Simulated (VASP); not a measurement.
Here is a VASP 6.6.1 calculation.

File POSCAR:

```
LiW
1.0
    0.0000000000      3.1357540000      3.1357540000
    3.1357540000      0.0000000000      3.1357540000
    3.1357540000      3.1357540000      0.0000000000
Li W
2 2
Direct
    0.0000000000      0.0000000000      0.0000000000
    0.2500000000      0.2500000000      0.2500000000
    0.5000000000      0.5000000000      0.5000000000
    0.7500000000      0.7500000000      0.7500000000
```

INCAR.step1

```
SYSTEM = LiW
PREC = Accurate
ENCUT = 600
ISMEAR = 0
SIGMA = 0.0753
LREAL = .False.
LASPH = .True.
NELM = 60
GGA = PE
ALGO = Normal
EDIFF = 1E-4
LWAVE = .True.
LCHARG = .False.
```

Contents of INCAR.step2:

```
SYSTEM = LiW
PREC = Accurate
ENCUT = 600
EDIFF = 1E-6
ISMEAR = 0
SIGMA = 0.0753
LREAL = .False.
LASPH = .True.
NELM = 60
ALGO = Normal
ISIF = 3
LWAVE = .False.
LCHARG = .False.
METAGGA = R2SCAN
LMIXTAU = .True.
IBRION = 2
NSW = 60
EDIFFG = -0.01
ISTART = 1
```

Contents of KPOINTS:

```
regular mesh
0
Gamma
  5 5 5
  0 0 0
```

Potentials or basis: VASP PAW PBE potentials, release 64 (Li_sv, W_sv).

Launch:

```sh
$ cat potpaw_PBE.64/Li_sv/POTCAR potpaw_PBE.64/W_sv/POTCAR > POTCAR
$ cp INCAR.step1 INCAR
$ mpirun -np 1 vasp_std > vasp.out
$ cp INCAR.step2 INCAR
$ mpirun -np 1 vasp_std > vasp.out
```

Q: What does it give for the relaxed cell?

A: a = 4.376 Å, b = 4.376 Å, c = 4.376 Å, α = 60.00°, β = 60.00°, γ = 60.00°.

Q: Estimate the band gap on the k mesh.

A: Zero (band 17 reaches 6.26 eV, above the bottom of band 18 at 6.09 eV).

Q: What does it give for the relaxed volume?

A: 14.81 Å³/atom.

Final structure:
```
Li W
1.0
     0.00000    3.09410    3.09410
     3.09410    0.00000    3.09410
     3.09410    3.09410    0.00000
Li W
2 2
Cartesian
  0.0000 0.0000 0.0000
  1.5471 1.5471 1.5471
  3.0941 3.0941 3.0941
  4.6412 4.6412 4.6412
```

Caveat: the cutoff is under 1.25 times the usual one of these potentials, so pressure, stress and relaxed cells hold a basis-set (Pulay) error; the PAW data sets were made with another functional, which shifts forces and pressure a little; spin-orbit coupling is left out, which moves the levels of the heavy elements.
